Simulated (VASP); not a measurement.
# La (P6_3/mmc) in VASP: a series of runs, part 4 of 4

VASP 6.6.1.

### Step 6. Single point, PBEsol

This run uses another cell than the first one, of 36.43 Å³/atom.

INCAR

```
SYSTEM = La
  PREC = Accurate
  ENCUT = 520
  EDIFF = 1E-6
  ISMEAR = 0
  SIGMA = 0.15
  LREAL = .False.
  LASPH = .True.
  NELM = 100
  ALGO = Fast
  ISIF = 2
  LWAVE = .False.
  LCHARG = .False.
  GGA = PS
  NBANDS = 30
```

KPOINTS

```
Automatic mesh
0
Gamma
  12 12 4
  0 0 0
```

POSCAR

```
La
1.0
    3.6612629057      0.0000000000      0.0000000000
   -1.8306314528      3.1707466863      0.0000000000
    0.0000000000      0.0000000000     12.5540000000
La
4
Direct
    0.0000000000      0.0000000000      0.0000000000
    0.0000000000      0.0000000000      0.5000000000
    0.3333333333      0.6666666667      0.2500000000
    0.6666666667      0.3333333333      0.7500000000
```

Potentials or basis: VASP PAW PBE potentials, release 64 (La).

Command:

```console
> cat potpaw_PBE.64/La/POTCAR > POTCAR
> mpirun -np 1 vasp_std > vasp.out
```

OUTCAR:

```text
SYSTEM = La
   PREC = Accurate
   ENCUT = 520
   EDIFF = 1E-6
   ISMEAR = 0
   LREAL = .False.
   LASPH = .True.
   NELM = 100
   ISIF = 2
   GGA = PS

 ion  position               nearest neighbor table
   1  0.000  0.000  0.000-
   2  0.000  0.000  0.500-
   3  0.333  0.667  0.250-
   4  0.667  0.333  0.750-

  LATTYP: Found a hexagonal cell.
 ALAT       =     3.6612629057
 C/A-ratio  =     3.4288714914

  Lattice vectors:

 A1 = (   3.6612629057,   0.0000000000,   0.0000000000)
 A2 = (  -1.8306314528,   3.1707466863,   0.0000000000)
 A3 = (   0.0000000000,   0.0000000000,  12.5540000000)

Analysis of symmetry for initial positions (statically):
=====================================================================
 Subroutine PRICEL returns:
 Original cell was already a primitive cell.

 Routine SETGRP: Setting up the symmetry group for a
 hexagonal supercell.

 Subroutine GETGRP returns: Found 24 space group operations
 (whereof 12 operations were pure point group operations)
 out of a pool of 24 trial point group operations.

[... 169 lines left out ...]

 E-fermi :   7.9209     XC(G=0):  -9.7607

 val. band max:        7.9182562562   @ k =   0.0833   0.0833   0.0000
 cond. band min:       7.9271348073   @ k =   0.1667  -0.0000   0.2500
 fundamental gap:      0.0088785512
 Fermi energy:         7.9209151759

 k-point     1 :       0.0000    0.0000    0.0000
  band No.  band energies     occupation
      1     -24.9102      2.00000
      2     -24.8270      2.00000
      3     -24.8206      2.00000
      4     -24.7347      2.00000
      5      -9.2222      2.00000
      6      -8.5965      2.00000
[... 781 lines left out ...]
     29       9.5542      0.00000
     30       9.7707      0.00000

 [... further k-points ...]

------------------------ aborting loop because EDIFF is reached ----------------------------------------

  FORCE on cell =-STRESS in cart. coord.  units (eV):
  Direction    XX          YY          ZZ          XY          YZ          ZX
  --------------------------------------------------------------------------------------
  -------------------------------------------------------------------------------------
  Total       -0.5098534     -0.5098534     -3.1881225     -0.0000000     -0.0000000     -0.0000000
  in kB       -5.6050732     -5.6050732    -35.0486255     -0.0000000     -0.0000000     -0.0000000
  external PRESSURE =     -15.4195906 kB  Pullay stress =       0.0000000 kB

 VOLUME and BASIS-vectors are now :
 -----------------------------------------------------------------------------
  energy-cutoff  :      520.00
  volume of cell :      145.74
      direct lattice vectors                 reciprocal lattice vectors
     3.661262906  0.000000000  0.000000000     0.273129799  0.157691563  0.000000000
    -1.830631453  3.170746686  0.000000000     0.000000000  0.315383125  0.000000000
     0.000000000  0.000000000 12.554000000     0.000000000  0.000000000  0.079655887

 POSITION                                       TOTAL-FORCE (eV/Angst)
 -----------------------------------------------------------------------------------
      0.00000      0.00000      0.00000         0.000000      0.000000      0.000000
      0.00000      0.00000      6.27700         0.000000      0.000000      0.000000
     -0.00000      2.11383      3.13850        -0.000000     -0.000000     -0.000000
      1.83063      1.05692      9.41550         0.000000     -0.000000      0.000000
 -----------------------------------------------------------------------------------
    total drift:                                0.000000     -0.000000      0.000000

  FREE ENERGIE OF THE ION-ELECTRON SYSTEM (eV)
  ---------------------------------------------------
  free  energy   TOTEN  =       -21.3132555045 eV

  energy  without entropy=      -21.2370530315  energy(sigma->0) =      -21.27515427
```

stdout:

```text
POSCAR found type information on POSCAR La
 POSCAR found :  1 types and       4 ions
 scaLAPACK will be used
 -----------------------------------------------------------------------------
|                                                                             |
|                                                                             |
|     You enforced a specific xc type in the INCAR file but a different       |
|     I HOPE YOU KNOW WHAT YOU ARE DOING!                                     |
|                                                                             |
 -----------------------------------------------------------------------------

 LDA part: xc-table for (Slater+PW92), standard interpolation
 POSCAR, INCAR and KPOINTS ok, starting setup
 FFT: planning ... GRIDC
 FFT: planning ... GRID_SOFT
 FFT: planning ... GRID
 WAVECAR not read
 entering main loop
WARNING in EDDRMM: call to ZHEGV failed, returncode =   8  4     22
WARNING in EDDRMM: call to ZHEGV failed, returncode =   8  4      2
WARNING in EDDRMM: call to ZHEGV failed, returncode =   8  4      1
WARNING in EDDRMM: call to ZHEGV failed, returncode =   8  4      3
WARNING in EDDRMM: call to ZHEGV failed, returncode =   8  4      1
WARNING in EDDRMM: call to ZHEGV failed, returncode =   8  4     17
WARNING in EDDRMM: call to ZHEGV failed, returncode =   8  4      2
WARNING in EDDRMM: call to ZHEGV failed, returncode =   8  4      3
WARNING in EDDRMM: call to ZHEGV failed, returncode =   8  4      1
WARNING in EDDRMM: call to ZHEGV failed, returncode =   6  3     20
```

Run time: 22 min. Hardware: 1 thread of Intel Xeon Platinum 8488C (Sapphire Rapids), shared host; peak memory 0.4 GiB.

What came out:

```yaml
Free_energy: -21.3133 eV
Pressure: -1.5 GPa
Band_gap_on_the_k_mesh: zero (bands 22 and 23 overlap by 1.15 eV)
```

Caveat: the PAW data sets were made with another functional, which shifts forces and pressure a little; spin-orbit coupling is left out, which moves the levels of the heavy elements.

### Step 7. Single point, PBEsol

This run uses another cell than the first one, of 36.34 Å³/atom.

INCAR

```
SYSTEM = La
ALGO = Fast
EDIFF = 1E-6
ENCUT = 520
GGA = PS
ISIF = 2
ISMEAR = 0
LASPH = .True.
LCHARG = .False.
LREAL = .False.
LWAVE = .False.
NBANDS = 30
NELM = 100
PREC = Accurate
SIGMA = 0.15
```

KPOINTS

```
k-points
0
Gamma
  12 12 4
  0 0 0
```

POSCAR

```
La
1.0
    3.6979000000      0.0000000000      0.0000000000
   -1.8489500000      3.2024753407      0.0000000000
    0.0000000000      0.0000000000     12.2730000000
La
4
Direct
    0.0000000000      0.0000000000      0.0000000000
    0.0000000000      0.0000000000      0.5000000000
    0.3333333333      0.6666666667      0.2500000000
    0.6666666667      0.3333333333      0.7500000000
```

Command:

```console
> cat potpaw_PBE.64/La/POTCAR > POTCAR
> mpirun -np 1 vasp_std > vasp.out
```

Wall time 23 min (1 thread of Intel Xeon Platinum 8488C (Sapphire Rapids), shared host); peak memory 0.4 GiB.

The run converged. Its results:

```yaml
Free_energy: -21.3614 eV
Pressure: -1.5 GPa
Band_gap_on_the_k_mesh: zero (bands 22 and 23 overlap by 1.15 eV)
```

Stress tensor (GPa, compression positive):
```
-1.03  0.00  0.00
 0.00 -1.03  0.00
 0.00  0.00 -2.55
```

Levels at points of the mesh, in eV from the Fermi level:
```tsv
k point	band 20	band 21	band 22	band 23	band 24	band 25
(0.00, 0.00, 0.00)	-1.79	0.48	0.58	1.15	1.34	1.34
(0.50, 0.00, 0.00)	-1.16	-0.78	-0.37	-0.30	0.36	0.99
(0.00, 0.00, 0.50)	-1.73	0.71	0.71	1.24	1.25	1.40
(0.50, 0.00, 0.50)	-1.46	-1.15	-1.15	0.51	0.51	1.30
```

Caveat: the PAW data sets were made with another functional, which shifts forces and pressure a little; spin-orbit coupling is left out, which moves the levels of the heavy elements.

### Step 8. The runs side by side

| cell | gap on the mesh (eV) | pressure (GPa) |
| --- | --- | --- |
| a = 3.808, b = 3.808, c = 11.430 Å, angles 90.0, 90.0, 120.0°, 4 atoms | none | -1.2 |
| a = 3.588, b = 3.588, c = 12.835 Å, angles 90.0, 90.0, 120.0°, 4 atoms | none | -0.9 |
| a = 3.771, b = 3.771, c = 11.711 Å, angles 90.0, 90.0, 120.0°, 4 atoms | none | -1.4 |
| a = 3.735, b = 3.734, c = 11.992 Å, angles 90.0, 90.0, 120.0°, 4 atoms | none | -1.5 |
| a = 3.661, b = 3.661, c = 12.554 Å, angles 90.0, 90.0, 120.0°, 4 atoms | none | -1.5 |
| a = 3.698, b = 3.698, c = 12.273 Å, angles 90.0, 90.0, 120.0°, 4 atoms | none | -1.5 |

Alike in all rows: task single point; level PBEsol; potentials or basis VASP PAW PBE potentials, release 64 (La); no spin polarisation; k mesh 12 × 12 × 4; cutoff (eV) 520; smearing gaussian 0.15 eV.

Caveats: the PAW data sets were made with another functional, which shifts forces and pressure a little; spin-orbit coupling is left out, which moves the levels of the heavy elements.

Absolute energies hang on the potentials; compare differences alone.
